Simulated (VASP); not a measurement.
# CuO (Cccm) in VASP: notebook

Runs on CuO. Level: PBE+U. Tasks: single point.

All numbers are computed with VASP 6.6.1; they aren't measurements. Logs are shortened: lines on timing, memory, paths and dates and some standing lists are left out, and cuts for length are marked.

**1. The cell of the first run**

It takes space group Cccm (No. 66, orthorhombic). Conventional cell: a = 3.982 Å, b = 4.307 Å, c = 5.156 Å, α = 90.00°, β = 90.00°, γ = 90.00°. Cu (site symmetry 2/m) has 4 O at 1.95 Å within 2.6 Å. Within 2.6 Å of O (site symmetry 222) lie 4 Cu at 1.95 Å and 2 O at 2.58 Å.

**2. Single point, PBE+U**

The input, INCAR:

```
SYSTEM = CuO
  PREC = Accurate
  ENCUT = 520
  EDIFF = 1E-6
  ISMEAR = -1
  SIGMA = 0.05
  LREAL = .FALSE.
  LASPH = .TRUE.
  NELM = 150
  ALGO = Normal
  ISIF = 2
  LWAVE = .FALSE.
  LCHARG = .FALSE.
  LMAXMIX = 4
  LDAU = .TRUE.
  LDAUTYPE = 2
  LDAUL = 2 -1
  LDAUU = 4 0
  LDAUJ = 0 0
  LDAUPRINT = 1
  GGA = PE
  NBANDS = 25
```

The input, KPOINTS:

```
regular mesh
0
G
  9 9 5
  0 0 0
```

The input, POSCAR:

```
CuO
1.0
    1.9909680000     -2.1535500000      0.0000000000
    1.9909680000      2.1535500000      0.0000000000
    0.0000000000      0.0000000000      5.1559280000
Cu O
2 2
Direct
    0.5000000000      0.0000000000      0.0000000000
    0.0000000000      0.5000000000      0.5000000000
    0.5000000000      0.5000000000      0.2500000000
    0.5000000000      0.5000000000      0.7500000000
```

Potentials or basis: VASP PAW PBE potentials, release 64 (Cu, O).

Run with:

```
> cat potpaw_PBE.64/Cu/POTCAR potpaw_PBE.64/O/POTCAR > POTCAR
> mpirun -np 1 vasp_std > vasp.out
```

OUTCAR:

```text
SYSTEM = CuO
   PREC = Accurate
   ENCUT = 520
   EDIFF = 1E-6
   ISMEAR = -1
   LREAL = .FALSE.
   LASPH = .TRUE.
   NELM = 150
   ISIF = 2
   GGA = PE

 ion  position               nearest neighbor table
   1  0.500  0.000  0.000-   3 1.95   4 1.95   3 1.95   4 1.95
   2  0.000  0.500  0.500-   3 1.95   4 1.95   3 1.95   4 1.95
   3  0.500  0.500  0.250-   1 1.95   2 1.95   1 1.95   2 1.95
   4  0.500  0.500  0.750-   1 1.95   2 1.95   1 1.95   2 1.95

  LATTYP: Found a base centered orthorhombic cell.
 ALAT       =     3.9819360000
 B/A-ratio  =     1.0816597755
 C/A-ratio  =     1.2948294498

  Lattice vectors:

 A1 = (   1.9909680000,  -2.1535500000,   0.0000000000)
 A2 = (   1.9909680000,   2.1535500000,   0.0000000000)
 A3 = (   0.0000000000,   0.0000000000,   5.1559280000)

Analysis of symmetry for initial positions (statically):
=====================================================================
 Subroutine PRICEL returns:
 Original cell was already a primitive cell.

 Routine SETGRP: Setting up the symmetry group for a
 base centered orthorhombic supercell.

 Subroutine GETGRP returns: Found  8 space group operations
 (whereof  4 operations were pure point group operations)
 out of a pool of  8 trial point group operations.

The static configuration has the point symmetry C_2h.
 The point group associated with its full space group is D_2h.

Analysis of symmetry for dynamics (positions and initial velocities):
=====================================================================
 Subroutine PRICEL returns:
 Original cell was already a primitive cell.

 Routine SETGRP: Setting up the symmetry group for a
 base centered orthorhombic supercell.

 Subroutine GETGRP returns: Found  8 space group operations
 (whereof  4 operations were pure point group operations)
 out of a pool of  8 trial point group operations.

The dynamic configuration has the point symmetry C_2h.
 The point group associated with its full space group is D_2h.

 Subroutine INISYM returns: Found  8 space group operations
 (whereof  4 operations are pure point group operations),
 and found     1 'primitive' translations

----------------------------------------------------------------------------------------

                                     Primitive cell

  volume of cell :      44.2136

  direct lattice vectors                    reciprocal lattice vectors
     1.990968000 -2.153550000  0.000000000     0.251134122 -0.232174781  0.000000000
     1.990968000  2.153550000  0.000000000     0.251134122  0.232174781  0.000000000
     0.000000000  0.000000000  5.155928000     0.000000000  0.000000000  0.193951506

  length of vectors
     2.932870809  2.932870809  5.155928000     0.342013854  0.342013854  0.193951506

  position of ions in fractional coordinates (direct lattice)
     0.500000000  0.000000000  0.000000000
     0.000000000  0.500000000  0.500000000
     0.500000000  0.500000000  0.250000000
     0.500000000  0.500000000  0.750000000

  ion indices of the primitive-cell ions
   primitive index   ion index
                 1           1
                 2           2
                 3           3
                 4           4

----------------------------------------------------------------------------------------

 KPOINTS: regular mesh

Automatic generation of k-mesh.
 Grid dimensions read from file:
 generate k-points for:    9    9    5

[... 94 lines left out ...]
   AEXX    =    0.0000 exact exchange contribution
   IVDW    =     0    specifies the selected vdW correction
   LEPSILON=     F    determine dielectric tensor
   LRPA    =     F    only Hartree local field effects (RPA)
 non-spin polarized calculation
  energy-cutoff  :      520.00
  volume of cell :       44.21
 maximum number of plane-waves:      1209
 NGX is ok and might be reduce to    24
   NGX = 11   NGY = 11   NGZ = 19

atom =   1  type =  1  l = 2

 onsite density matrix

spin component  1

  0.9444  0.0000 -0.0148  0.0000  0.0003
  0.0000  0.8711  0.0000 -0.0850  0.0000
 -0.0148  0.0000  0.9678  0.0000  0.0004
  0.0000 -0.0850  0.0000  0.8838  0.0000
  0.0003  0.0000  0.0004  0.0000  0.9626

spin component  2

  0.9444  0.0000 -0.0148  0.0000  0.0003
  0.0000  0.8711  0.0000 -0.0850  0.0000
 -0.0148  0.0000  0.9678  0.0000  0.0004
  0.0000 -0.0850  0.0000  0.8838  0.0000
  0.0003  0.0000  0.0004  0.0000  0.9626

 occupancies and eigenvectors

  o =  0.7923  v =  0.0000  0.7329  0.0000  0.6803  0.0000  0.0000  0.0000  0.0000  0.0000  0.0000      0.0000  0.0000  0.0000  0.0000  0.0000  0.0000  0.0000  0.0000  0.0000  0.0000
  o =  0.7923  v =  0.0000  0.0000  0.0000  0.0000  0.0000  0.0000  0.7329  0.0000  0.6803  0.0000      0.0000  0.0000  0.0000  0.0000  0.0000  0.0000  0.0000  0.0000  0.0000  0.0000
  o =  0.9373  v =  0.9003  0.0000  0.4348 -0.0000 -0.0178  0.0000  0.0000  0.0000  0.0000  0.0000      0.0000  0.0000  0.0000  0.0000  0.0000  0.0000  0.0000  0.0000  0.0000  0.0000
  o =  0.9373  v =  0.0000  0.0000  0.0000  0.0000  0.0000  0.9003  0.0000  0.4348 -0.0000 -0.0178      0.0000  0.0000  0.0000  0.0000  0.0000  0.0000  0.0000  0.0000  0.0000  0.0000
  o =  0.9626  v = -0.0229  0.0000  0.0064 -0.0000 -0.9997  0.0000  0.0000  0.0000  0.0000  0.0000      0.0000  0.0000  0.0000  0.0000  0.0000  0.0000  0.0000  0.0000  0.0000  0.0000
  o =  0.9626  v =  0.0000  0.0000  0.0000  0.0000  0.0000 -0.0229  0.0000  0.0064 -0.0000 -0.9997      0.0000  0.0000  0.0000  0.0000  0.0000  0.0000  0.0000  0.0000  0.0000  0.0000
  o =  0.9627  v =  0.0000 -0.6803 -0.0000  0.7329 -0.0000  0.0000  0.0000  0.0000  0.0000  0.0000      0.0000  0.0000  0.0000  0.0000  0.0000  0.0000  0.0000  0.0000  0.0000  0.0000
  o =  0.9627  v =  0.0000  0.0000  0.0000  0.0000  0.0000  0.0000 -0.6803 -0.0000  0.7329 -0.0000      0.0000  0.0000  0.0000  0.0000  0.0000  0.0000  0.0000  0.0000  0.0000  0.0000
  o =  0.9750  v =  0.0000  0.0000  0.0000  0.0000  0.0000 -0.4346 -0.0000  0.9005  0.0000  0.0157      0.0000  0.0000  0.0000  0.0000  0.0000  0.0000  0.0000  0.0000  0.0000  0.0000
  o =  0.9750  v = -0.4346 -0.0000  0.9005  0.0000  0.0157  0.0000  0.0000  0.0000  0.0000  0.0000      0.0000  0.0000  0.0000  0.0000  0.0000  0.0000  0.0000  0.0000  0.0000  0.0000

atom =   2  type =  1  l = 2

 onsite density matrix

spin component  1

  0.9444  0.0000  0.0148  0.0000 -0.0003
  0.0000  0.8711  0.0000  0.0850  0.0000
  0.0148  0.0000  0.9678  0.0000  0.0004
  0.0000  0.0850  0.0000  0.8838  0.0000
 -0.0003  0.0000  0.0004  0.0000  0.9626

spin component  2

  0.9444  0.0000  0.0148  0.0000 -0.0003
  0.0000  0.8711  0.0000  0.0850  0.0000
  0.0148  0.0000  0.9678  0.0000  0.0004
  0.0000  0.0850  0.0000  0.8838  0.0000
 -0.0003  0.0000  0.0004  0.0000  0.9626

 occupancies and eigenvectors

  o =  0.7923  v =  0.0000 -0.7329 -0.0000  0.6803 -0.0000  0.0000  0.0000  0.0000  0.0000  0.0000      0.0000  0.0000  0.0000  0.0000  0.0000  0.0000  0.0000  0.0000  0.0000  0.0000
  o =  0.7923  v =  0.0000  0.0000  0.0000  0.0000  0.0000  0.0000 -0.7329 -0.0000  0.6803 -0.0000      0.0000  0.0000  0.0000  0.0000  0.0000  0.0000  0.0000  0.0000  0.0000  0.0000
  o =  0.9373  v =  0.9003 -0.0000 -0.4348 -0.0000  0.0178  0.0000  0.0000  0.0000  0.0000  0.0000      0.0000  0.0000  0.0000  0.0000  0.0000  0.0000  0.0000  0.0000  0.0000  0.0000
  o =  0.9373  v =  0.0000  0.0000  0.0000  0.0000  0.0000  0.9003 -0.0000 -0.4348 -0.0000  0.0178      0.0000  0.0000  0.0000  0.0000  0.0000  0.0000  0.0000  0.0000  0.0000  0.0000
  o =  0.9626  v =  0.0229  0.0000  0.0064  0.0000 -0.9997  0.0000  0.0000  0.0000  0.0000  0.0000      0.0000  0.0000  0.0000  0.0000  0.0000  0.0000  0.0000  0.0000  0.0000  0.0000
  o =  0.9626  v =  0.0000  0.0000  0.0000  0.0000  0.0000  0.0229  0.0000  0.0064  0.0000 -0.9997      0.0000  0.0000  0.0000  0.0000  0.0000  0.0000  0.0000  0.0000  0.0000  0.0000
  o =  0.9627  v =  0.0000  0.6803  0.0000  0.7329  0.0000  0.0000  0.0000  0.0000  0.0000  0.0000      0.0000  0.0000  0.0000  0.0000  0.0000  0.0000  0.0000  0.0000  0.0000  0.0000
  o =  0.9627  v =  0.0000  0.0000  0.0000  0.0000  0.0000  0.0000  0.6803  0.0000  0.7329  0.0000      0.0000  0.0000  0.0000  0.0000  0.0000  0.0000  0.0000  0.0000  0.0000  0.0000
  o =  0.9750  v =  0.0000  0.0000  0.0000  0.0000  0.0000 -0.4346  0.0000 -0.9005  0.0000 -0.0157      0.0000  0.0000  0.0000  0.0000  0.0000  0.0000  0.0000  0.0000  0.0000  0.0000
  o =  0.9750  v = -0.4346  0.0000 -0.9005  0.0000 -0.0157  0.0000  0.0000  0.0000  0.0000  0.0000      0.0000  0.0000  0.0000  0.0000  0.0000  0.0000  0.0000  0.0000  0.0000  0.0000

 number of electron      33.9999999 magnetization

 Free energy of the ion-electron system (eV)
  ---------------------------------------------------
  ext. energy  EPLUGINS =         0.00000000
  ---------------------------------------------------
  free energy    TOTEN  =       -16.97722500 eV

  energy without entropy =      -16.95783089  energy(sigma->0) =      -16.96752795

 E-fermi :   4.5247     XC(G=0): -11.2710

 val. band max:        4.5231823916   @ k =   0.1111   0.1111   0.4000
 cond. band min:       4.5497313183   @ k =  -0.4444   0.2222   0.4000
 fundamental gap:      0.0265489268
 Fermi energy:         4.5246881679

 k-point     1 :       0.0000    0.0000    0.0000
  band No.  band energies     occupation
      1     -14.9898      2.00000
      2     -13.6813      2.00000
      3      -3.4724      2.00000
      4      -1.0129      2.00000
      5      -0.8569      2.00000
      6       0.2655      2.00000
[... 661 lines left out ...]
     24      16.3784      0.00000
     25      16.4775      0.00000

 [... further k-points ...]

------------------------ aborting loop because EDIFF is reached ----------------------------------------

  FORCE on cell =-STRESS in cart. coord.  units (eV):
  Direction    XX          YY          ZZ          XY          YZ          ZX
  --------------------------------------------------------------------------------------
  -------------------------------------------------------------------------------------
  Total        0.1348048     -0.0567931     -0.0669792      0.0000000      0.0000000      0.0000000
  in kB        4.8849482     -2.0580212     -2.4271394      0.0000000      0.0000000      0.0000000
  external PRESSURE =       0.1332625 kB  Pullay stress =       0.0000000 kB

 VOLUME and BASIS-vectors are now :
 -----------------------------------------------------------------------------
  energy-cutoff  :      520.00
  volume of cell :       44.21
      direct lattice vectors                 reciprocal lattice vectors
     1.990968000 -2.153550000  0.000000000     0.251134122 -0.232174781  0.000000000
     1.990968000  2.153550000  0.000000000     0.251134122  0.232174781  0.000000000
     0.000000000  0.000000000  5.155928000     0.000000000  0.000000000  0.193951506

 POSITION                                       TOTAL-FORCE (eV/Angst)
 -----------------------------------------------------------------------------------
      0.99548     -1.07678      0.00000         0.000000      0.000000      0.000000
      0.99548      1.07678      2.57796         0.000000      0.000000      0.000000
      1.99097      0.00000      1.28898         0.000000     -0.000000      0.000000
      1.99097      0.00000      3.86695         0.000000     -0.000000      0.000000
 -----------------------------------------------------------------------------------
    total drift:                                0.000000     -0.000000     -0.000000

  FREE ENERGIE OF THE ION-ELECTRON SYSTEM (eV)
  ---------------------------------------------------
  free  energy   TOTEN  =       -16.9772250046 eV

  energy  without entropy=      -16.9578308859  energy(sigma->0) =      -16.96752795
```

Wall time 39 s (1 thread of Intel Xeon Platinum 8559C (Emerald Rapids), shared host); peak memory 0.2 GiB.

What came out:

```
Free energy            : -16.9772 eV
Pressure               : 0.0 GPa
Band gap on the k mesh : zero (band 17 reaches 5.12 eV, above the bottom of band 18 at 4.23 eV)
```

Stress tensor (GPa, compression positive):
```
 0.49  0.00  0.00
 0.00 -0.21  0.00
 0.00  0.00 -0.24
```

Eigenvalues of the final occupation matrices:
```tsv
site	spin	trace	eigenvalues
site 1 d	1	4.63	0.79 0.94 0.96 0.96 0.97
site 1 d	2	4.63	0.79 0.94 0.96 0.96 0.97
site 2 d	1	4.63	0.79 0.94 0.96 0.96 0.97
site 2 d	2	4.63	0.79 0.94 0.96 0.96 0.97
```

Caveat: U without spin polarisation on a metal has little footing.

**3. Single point, PBE+U**

The input, INCAR:

```
  ALGO = Normal
  EDIFF = 1E-6
  ENCUT = 520
  GGA = PE
  ISIF = 2
  ISMEAR = -1
  LASPH = True
  LCHARG = True
  LDAU = True
  LDAUJ = 0 0
  LDAUL = 2 -1
  LDAUPRINT = 1
  LDAUTYPE = 2
  LDAUU = 6 0
  LELF = True
  LMAXMIX = 4
  LREAL = False
  LVHAR = True
  LWAVE = False
  NBANDS = 25
  NELM = 150
  PREC = Accurate
  SIGMA = 0.05
```

The input, KPOINTS:

```
k-points
0
Gamma
  9 9 5
```

POSCAR is that of step 2.

Potentials or basis: VASP PAW PBE potentials, release 64 (Cu, O).

Run with:

```
> cat potpaw_PBE.64/Cu/POTCAR potpaw_PBE.64/O/POTCAR > POTCAR
> mpirun -np 1 vasp_std > vasp.out
```

It took 40 s on 1 thread of Intel Xeon Platinum 8559C (Emerald Rapids), shared host; peak memory 0.2 GiB.

It converged, with:

| Property | Result |
| --- | --- |
| Free energy | -15.7471 eV |
| Pressure | -1.1 GPa |
| Band gap on the k mesh | zero (band 17 reaches 4.92 eV, above the bottom of band 18 at 4.01 eV) |

Stress tensor (GPa, compression positive):
```
-0.57  0.00  0.00
 0.00 -1.18  0.00
 0.00  0.00 -1.59
```

Levels at points of the mesh, in eV from the Fermi level:
| k point | band 14 | band 15 | band 16 | band 17 | band 18 | band 19 | band 20 | band 21 |
| --- | --- | --- | --- | --- | --- | --- | --- | --- |
| (0.00, 0.00, 0.00) | -2.96 | -2.76 | -2.04 | 0.60 | 0.80 | 1.71 | 6.76 | 7.65 |

Eigenvalues of the final occupation matrices:
```tsv
site	spin	trace	eigenvalues
site 1 d	1	4.66	0.80 0.95 0.97 0.97 0.98
site 1 d	2	4.66	0.80 0.95 0.97 0.97 0.98
site 2 d	1	4.66	0.80 0.95 0.97 0.97 0.98
site 2 d	2	4.66	0.80 0.95 0.97 0.97 0.98
```

Caveat: U without spin polarisation on a metal has little footing.

**4. Single point, PBE+U**

The input, INCAR:

```
SYSTEM = CuO
PREC = Accurate ; ENCUT = 520
EDIFF = 1E-7 ; ISMEAR = -1
SIGMA = 0.05 ; LREAL = .False.
LASPH = .True. ; NELM = 150
ALGO = Normal ; ISIF = 2
LWAVE = .False. ; LCHARG = .True.
LMAXMIX = 4 ; LDAU = .True.
LDAUTYPE = 2 ; LDAUL = 2 -1
LDAUU = 8 0 ; LDAUJ = 0 0
LDAUPRINT = 1 ; GGA = PE
LELF = .True. ; LVHAR = .True.
NBANDS = 25
```

The input, KPOINTS:

```
regular mesh
0
Gamma
  9 9 5
  0 0 0
```

POSCAR is that of step 3.

Run with:

```
> cat potpaw_PBE.64/Cu/POTCAR potpaw_PBE.64/O/POTCAR > POTCAR
> mpirun -np 1 vasp_std > vasp.out
```

Run time: 39 s. Hardware: 1 thread of Intel Xeon Platinum 8559C (Emerald Rapids), shared host; peak memory 0.2 GiB.

The run converged. Its results:

* Free energy: -14.6168 eV
* Pressure: -2.4 GPa
* Band gap on the k mesh: zero (band 17 reaches 4.70 eV, above the bottom of band 18 at 3.77 eV)

Stress tensor (GPa, compression positive):
```
-1.72  0.00  0.00
 0.00 -2.28  0.00
 0.00  0.00 -3.17
```

Levels at points of the mesh, in eV from the Fermi level:
```
           k point  band 14  band 15  band 16  band 17  band 18  band 19  band 20  band 21
(0.00, 0.00, 0.00)    -2.82    -2.80    -1.88     0.61     0.81     1.85     7.00     7.78
```

Eigenvalues of the final occupation matrices:
```
    site  spin  trace               eigenvalues
site 1 d     1   4.69  0.82 0.95 0.97 0.97 0.98
site 1 d     2   4.69  0.82 0.95 0.97 0.97 0.98
site 2 d     1   4.69  0.82 0.95 0.97 0.97 0.98
site 2 d     2   4.69  0.82 0.95 0.97 0.97 0.98
```

Caveat: U without spin polarisation on a metal has little footing.

**5. Summary**

```csv
U,gap on the mesh (eV),pressure (GPa)
Cu d U = 4.0 eV,none,0.0
Cu d U = 6.0 eV,none,-1.1
Cu d U = 8.0 eV,none,-2.4
```

Alike in all rows: task single point; level PBE+U; potentials or basis VASP PAW PBE potentials, release 64 (Cu, O); no spin polarisation; cell as given; k mesh 9 × 9 × 5; cutoff (eV) 520; smearing fermi-dirac 0.05 eV.

Every run on the cell as given and a fine mesh finds a metal.

Caveats: U without spin polarisation on a metal has little footing.

Total energies depend on the potentials used, so only differences within one code and one set of settings carry meaning.
